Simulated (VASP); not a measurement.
# SiW2 (I4/mcm) in VASP: single point with PBEsol

Aim: the single point of SiW2 with PBEsol.

All numbers are computed with VASP 6.6.1; they aren't measurements. Logs are shortened: lines on timing, memory, paths and dates and some standing lists are left out, and cuts for length are marked.

## Step 1: The cell of the first run

The structure is tetragonal, space group I4/mcm (No. 140). Conventional cell: a = 5.929 Å, b = 5.929 Å, c = 4.885 Å, α = 90.00°, β = 90.00°, γ = 90.00°. W (site symmetry m2m) has 4 Si at 2.54 Å and 11 W at 2.67 to 3.15 Å within 3.4 Å. Within 3.2 Å of Si (site symmetry 422) lie 2 Si at 2.44 Å and 8 W at 2.54 Å.

## Step 2: Single point, PBEsol

The input, INCAR:

```
SYSTEM = SiW2
PREC     = Accurate       ! precision mode
ENCUT    = 520            ! plane-wave cutoff, eV
EDIFF    = 1E-6           ! SCF threshold, eV
ISMEAR   = 0              ! smearing method
SIGMA    = 0.1            ! smearing width, eV
LREAL    = .False.        ! projectors in reciprocal space
LASPH    = .True.         ! aspherical terms in the spheres
NELM     = 60             ! most SCF steps
ALGO     = Fast           ! electronic algorithm
ISIF     = 2              ! what is computed and relaxed
LWAVE    = .False.        ! write WAVECAR
LCHARG   = .True.         ! write CHGCAR
GGA      = PS             ! functional
LELF     = .True.         ! ELF
LVHAR    = .True.       
NBANDS   = 41             ! bands
```

The input, KPOINTS:

```
regular mesh
0
Gamma
  10 10 10
  0 0 0
```

The input, POSCAR:

```
SiW2
1.0
   -2.9645828066      2.9645828066      2.4423049315
    2.9645828066     -2.9645828066      2.4423049315
    2.9645828066      2.9645828066     -2.4423049315
W Si
4 2
Direct
    0.6592379860      0.8407620140      0.5000000000
    0.8407620140      0.3407620140      0.1815240281
    0.3407620140      0.1592379860      0.5000000000
    0.1592379860      0.6592379860      0.8184759719
    0.2500000000      0.2500000000      0.0000000000
    0.7500000000      0.7500000000      0.0000000000
```

Potentials or basis: VASP PAW PBE potentials, release 64 (W_sv, Si).

Started as:

```
> cat potpaw_PBE.64/W_sv/POTCAR potpaw_PBE.64/Si/POTCAR > POTCAR
> mpirun -np 1 vasp_std > vasp.out
```

OUTCAR:

```text
SYSTEM = SiW2
   PREC = Accurate
   ENCUT = 520
   EDIFF = 1E-6
   ISMEAR = 0
   LREAL = .False.
   LASPH = .True.
   NELM = 60
   ISIF = 2
   GGA = PS

 ion  position               nearest neighbor table
   1  0.659  0.841  0.500-   5 2.54   6 2.54   6 2.54   5 2.54   3 2.67   3 2.88   3 2.88   2 3.09
                             4 3.09   4 3.09   2 3.09   4 3.15   2 3.15   4 3.15   2 3.15
   2  0.841  0.341  0.182-   6 2.54   5 2.54   5 2.54   6 2.54   4 2.67   4 2.88   4 2.88   1 3.09
                             3 3.09   3 3.09   1 3.09   1 3.15   3 3.15   3 3.15   1 3.15
   3  0.341  0.159  0.500-   6 2.54   5 2.54   5 2.54   6 2.54   1 2.67   1 2.88   1 2.88   2 3.09
                             4 3.09   4 3.09   2 3.09   4 3.15   2 3.15   2 3.15   4 3.15
   4  0.159  0.659  0.818-   6 2.54   5 2.54   5 2.54   6 2.54   2 2.67   2 2.88   2 2.88   3 3.09
                             1 3.09   1 3.09   3 3.09   3 3.15   1 3.15   1 3.15   3 3.15
   5  0.250  0.250  0.000-   6 2.44   6 2.44   1 2.54   3 2.54   1 2.54   3 2.54   2 2.54   4 2.54
                             4 2.54   2 2.54
   6  0.750  0.750  0.000-   5 2.44   5 2.44   3 2.54   1 2.54   3 2.54   1 2.54   4 2.54   2 2.54
                             4 2.54   2 2.54

  LATTYP: Found a body centered tetragonal cell.
 ALAT       =     5.9291656132
 C/A-ratio  =     0.8238275302

  Lattice vectors:

 A1 = (  -2.9645828066,   2.9645828066,   2.4423049315)
 A2 = (   2.9645828066,  -2.9645828066,   2.4423049315)
 A3 = (   2.9645828066,   2.9645828066,  -2.4423049315)

Analysis of symmetry for initial positions (statically):
=====================================================================
 Subroutine PRICEL returns:
 Original cell was already a primitive cell.

 Routine SETGRP: Setting up the symmetry group for a
 body centered tetragonal supercell.

 Subroutine GETGRP returns: Found 16 space group operations
 (whereof  8 operations were pure point group operations)
 out of a pool of 16 trial point group operations.

The static configuration has the point symmetry C_4h.
 The point group associated with its full space group is D_4h.

Analysis of symmetry for dynamics (positions and initial velocities):
=====================================================================
 Subroutine PRICEL returns:
 Original cell was already a primitive cell.

 Routine SETGRP: Setting up the symmetry group for a
 body centered tetragonal supercell.

 Subroutine GETGRP returns: Found 16 space group operations
 (whereof  8 operations were pure point group operations)
 out of a pool of 16 trial point group operations.

The dynamic configuration has the point symmetry C_4h.
 The point group associated with its full space group is D_4h.

 Subroutine INISYM returns: Found 16 space group operations
 (whereof  8 operations are pure point group operations),
 and found     1 'primitive' translations

----------------------------------------------------------------------------------------

                                     Primitive cell

  volume of cell :      85.8592

  direct lattice vectors                    reciprocal lattice vectors
    -2.964582807  2.964582807  2.442304931     0.000000000  0.168657795  0.204724641
     2.964582807 -2.964582807  2.442304931     0.168657795  0.000000000  0.204724641
     2.964582807  2.964582807 -2.442304931     0.168657795  0.168657795  0.000000000

  length of vectors
     4.852046559  4.852046559  4.852046559     0.265250128  0.265250128  0.238518141

  position of ions in fractional coordinates (direct lattice)
     0.659237986  0.840762014  0.500000000
     0.840762014  0.340762014  0.181524028
     0.340762014  0.159237986  0.500000000
     0.159237986  0.659237986  0.818475972
     0.250000000  0.250000000  0.000000000
     0.750000000  0.750000000  0.000000000

  ion indices of the primitive-cell ions
   primitive index   ion index
                 1           1
                 2           2
                 3           3
                 4           4
                 5           5
                 6           6

----------------------------------------------------------------------------------------

 KPOINTS: regular mesh

Automatic generation of k-mesh.
 Grid dimensions read from file:
 generate k-points for:   10   10   10

 Generating k-lattice:

  Cartesian coordinates                     Fractional coordinates (reciprocal lattice)
     0.000000000  0.016865780  0.020472464     0.100000000  0.000000000 -0.000000000
     0.016865780  0.000000000  0.020472464     0.000000000  0.100000000 -0.000000000
     0.016865780  0.016865780  0.000000000     0.000000000  0.000000000  0.100000000

  Length of vectors
     0.026525013  0.026525013  0.023851814

  Shift w.r.t. Gamma in fractional coordinates (k-lattice)
     0.000000000  0.000000000  0.000000000

 Subroutine IBZKPT returns following result:
 ===========================================

 Found    102 irreducible k-points:

 Following reciprocal coordinates:
            Coordinates               Weight
  0.000000  0.000000  0.000000      1.000000
  0.100000  0.000000 -0.000000      8.000000
  0.200000  0.000000 -0.000000      8.000000
  0.300000 -0.000000  0.000000      8.000000
  0.400000 -0.000000  0.000000      8.000000
  0.500000 -0.000000  0.000000      4.000000
[... 16 lines left out ...]
  0.300000  0.300000  0.000000      8.000000
  0.400000  0.300000  0.000000     16.000000
 [... further k-points ...]
   k-points           NKPTS =    102   k-points in BZ     NKDIM =    102   number of bands    NBANDS=     41
   number of dos      NEDOS =    301   number of ions     NIONS =      6
   total plane-waves  NPLWV =  46656
   dimension x,y,z NGX =    36 NGY =   36 NGZ =   36
   dimension x,y,z NGXF=    72 NGYF=   72 NGZF=   72
   ions per type =               4   2
   NGX,Y,Z   is equivalent  to a cutoff of  12.33, 12.33, 12.33 a.u.
   NGXF,Y,Z  is equivalent  to a cutoff of  24.67, 24.67, 24.67 a.u.
 SYSTEM =  SiW2
   PREC   = accura    normal or accurate (medium, high low for compatibility)
   ISTART =      0    job   : 0-new  1-cont  2-samecut
   ICHARG =      2    charge: 1-file 2-atom 10-const
   ISPIN  =      1    spin polarized calculation?
   LNONCOLLINEAR =      F non collinear calculations
   LSORBIT =      F    spin-orbit coupling
   LASPH  =      T    aspherical Exc in radial PAW
   ENCUT  =  520.0 eV  38.22 Ry    6.18 a.u.   9.02  9.02  9.02*2*pi/ulx,y,z
   NELM   =     60;   NELMIN=  2; NELMDL= -5     # of ELM steps
   EDIFF  = 0.1E-05   stopping-criterion for ELM
   LREAL  =      F    real-space projection
   EDIFFG = 0.1E-04   stopping-criterion for IOM
   NSW    =      0    number of steps for IOM
   IBRION =     -1    ionic relax: 0-MD 1-quasi-New 2-CG
   NFREE  =      0    steps in history (QN), initial steepest desc. (CG)
   ISIF   =      2    stress and relaxation
   ISYM   =      2    0-nonsym 1-usesym 2-fastsym
   POTIM  = 0.5000    time-step for ionic-motion
   TEBEG  =    0.0;   TEEND  =   0.0 temperature during run
   PSTRESS=    0.0 pullay stress
   NELECT =      64.0000    total number of electrons
   NUPDOWN=      -1.0000    fix difference up-down
   EMIN   =  10.00;   EMAX   =-10.00  energy-range for DOS
   EFERMI =   0.00;   METHOD = LEGACY
   ISMEAR =     0;   SIGMA  =   0.10  broadening in eV -4-tet -1-fermi 0-gaus
   EFERMI_NEDOS =   21; number of points for ismear=-14 and -15
   IALGO  =     68    algorithm
   IMIX   =      4    mixing-type and parameters
     AMIX     =   0.40;   BMIX     =  1.00
     AMIX_MAG =   1.60;   BMIX_MAG =  1.00
  volume/ion in A,a.u.               =      14.31        96.57
  Fermi-wavevector in a.u.,A,eV,Ry     =   1.484360  2.805033 29.978037  2.203324
  Thomas-Fermi vector in A             =   2.597906
   LORBIT       =      0    0 simple, 1 ext, 2 COOP (PROOUT), +10 PAW based schemes
   GGA     = PS    functional components
   LHFCALC =     F    Hartree Fock is set to
   AEXX    =    0.0000 exact exchange contribution
   IVDW    =     0    specifies the selected vdW correction
   LEPSILON=     F    determine dielectric tensor
   LRPA    =     F    only Hartree local field effects (RPA)
 non-spin polarized calculation
 RMM-DIIS sequential band-by-band and
 Gauss-broadening in eV      SIGMA  =   0.10
  energy-cutoff  :      520.00
  volume of cell :       85.86
 maximum number of plane-waves:      2333
   NGX = 17   NGY = 17   NGZ = 17

 number of electron      64.0000013 magnetization

 Free energy of the ion-electron system (eV)
  ---------------------------------------------------
  ext. energy  EPLUGINS =         0.00000000
  ---------------------------------------------------
  free energy    TOTEN  =       -67.84317110 eV

  energy without entropy =      -67.82696082  energy(sigma->0) =      -67.83506596

 E-fermi :  11.7515     XC(G=0): -13.3515

 val. band max:       11.7470709236   @ k =  -0.1000   0.3000   0.1000
 cond. band min:      11.7532621997   @ k =  -0.4000   0.4000   0.1000
 fundamental gap:      0.0061912761
 Fermi energy:        11.7514590435

 k-point     1 :       0.0000    0.0000    0.0000
  band No.  band energies     occupation
      1     -62.2614      2.00000
      2     -62.2178      2.00000
      3     -62.1680      2.00000
      4     -62.1680      2.00000
      5     -26.6957      2.00000
      6     -26.6957      2.00000
[... 33 lines left out ...]
     40      16.9788      0.00000
     41      17.1688      0.00000

 k-point     2 :       0.1000    0.0000   -0.0000
  band No.  band energies     occupation
      1     -62.2593      2.00000
      2     -62.2175      2.00000
      3     -62.1694      2.00000
      4     -62.1692      2.00000
      5     -26.7265      2.00000
      6     -26.7199      2.00000
[... 33 lines left out ...]
     40      16.7396      0.00000
     41      16.9745      0.00000

 k-point     3 :       0.2000    0.0000   -0.0000
  band No.  band energies     occupation
      1     -62.2532      2.00000
      2     -62.2169      2.00000
      3     -62.1731      2.00000
      4     -62.1723      2.00000
      5     -26.7625      2.00000
      6     -26.7578      2.00000
[... 33 lines left out ...]
     40      15.9729      0.00000
     41      16.5132      0.00000

 k-point     4 :       0.3000   -0.0000    0.0000
  band No.  band energies     occupation
      1     -62.2440      2.00000
      2     -62.2166      2.00000
      3     -62.1783      2.00000
      4     -62.1766      2.00000
      5     -26.7925      2.00000
      6     -26.7893      2.00000
[... 825 lines left out ...]
     40      16.2587      0.00000
     41      16.5467      0.00000

 k-point    23 :       0.3000    0.3000    0.0000
  band No.  band energies     occupation
      1     -62.2257      2.00000
      2     -62.2189      2.00000
      3     -62.1893      2.00000
      4     -62.1817      2.00000
      5     -26.8203      2.00000
      6     -26.7293      2.00000
[... 33 lines left out ...]
     40      15.2194      0.00000
     41      15.9672      0.00000

 k-point    24 :       0.4000    0.3000    0.0000
  band No.  band energies     occupation
      1     -62.2324      2.00000
      2     -62.2129      2.00000
      3     -62.1930      2.00000
      4     -62.1773      2.00000
      5     -26.8025      2.00000
      6     -26.7249      2.00000
[... 33 lines left out ...]
     40      15.2937      0.00000
     41      16.0953      0.00000

 [... further k-points ...]

------------------------ aborting loop because EDIFF is reached ----------------------------------------

  FORCE on cell =-STRESS in cart. coord.  units (eV):
  Direction    XX          YY          ZZ          XY          YZ          ZX
  --------------------------------------------------------------------------------------
  -------------------------------------------------------------------------------------
  Total        0.2461538      0.2461538      0.1692060      0.0000000      0.0000000      0.0000000
  in kB        4.5933565      4.5933565      3.1574704      0.0000000      0.0000000      0.0000000
  external PRESSURE =       4.1147278 kB  Pullay stress =       0.0000000 kB

 VOLUME and BASIS-vectors are now :
 -----------------------------------------------------------------------------
  energy-cutoff  :      520.00
  volume of cell :       85.86
      direct lattice vectors                 reciprocal lattice vectors
    -2.964582807  2.964582807  2.442304931     0.000000000  0.168657795  0.204724641
     2.964582807 -2.964582807  2.442304931     0.168657795  0.000000000  0.204724641
     2.964582807  2.964582807 -2.442304931     0.168657795  0.168657795  0.000000000

 POSITION                                       TOTAL-FORCE (eV/Angst)
 -----------------------------------------------------------------------------------
      2.02043      0.94415      2.44230         0.001084     -0.001084      0.000000
     -0.94415      2.02043      2.44230         0.001084      0.001084      0.000000
      0.94415      2.02043      0.00000        -0.001084      0.001084      0.000000
      3.90873      0.94415      0.00000        -0.001084     -0.001084     -0.000000
      0.00000      0.00000      1.22115        -0.000000      0.000000     -0.000000
      0.00000      0.00000      3.66346        -0.000000     -0.000000     -0.000000
 -----------------------------------------------------------------------------------
    total drift:                               -0.000000      0.000000     -0.000000

  FREE ENERGIE OF THE ION-ELECTRON SYSTEM (eV)
  ---------------------------------------------------
  free  energy   TOTEN  =       -67.8431711017 eV

  energy  without entropy=      -67.8269608191  energy(sigma->0) =      -67.83506596
```

It took 5.8 min on 1 thread of AMD EPYC 7R13 (Zen 3), shared host; peak memory 0.37 GiB.

Results:

* Free energy: -67.8432 eV
* Pressure: 0.4 GPa
* Band gap on the k mesh: zero (bands 32 and 33 overlap by 1.43 eV)

Stress tensor (GPa, compression positive):
```
0.46 0.00 0.00
0.00 0.46 0.00
0.00 0.00 0.32
```

Levels at points of the mesh, in eV from the Fermi level:
| k point | band 28 | band 29 | band 30 | band 31 | band 32 | band 33 | band 34 | band 35 | band 36 | band 37 |
| --- | --- | --- | --- | --- | --- | --- | --- | --- | --- | --- |
| (0.00, 0.00, 0.00) | -3.08 | -0.91 | -0.57 | -0.32 | 0.12 | 0.12 | 0.64 | 0.64 | 0.76 | 3.22 |
| (0.50, 0.00, 0.00) | -3.02 | -1.80 | -1.80 | -0.43 | -0.43 | 0.80 | 0.80 | 1.79 | 1.79 | 2.08 |
| (0.50, 0.50, 0.00) | -2.28 | -1.33 | -1.07 | -1.04 | -0.25 | 0.24 | 0.78 | 2.03 | 2.34 | 3.10 |
| (0.50, 0.50, 0.50) | -2.14 | -2.03 | -2.03 | -1.19 | -1.08 | -0.38 | -0.38 | 1.69 | 2.26 | 2.60 |

Caveat: the PAW data sets were made with another functional, which shifts forces and pressure a little; spin-orbit coupling is left out, which moves the levels of the heavy elements.
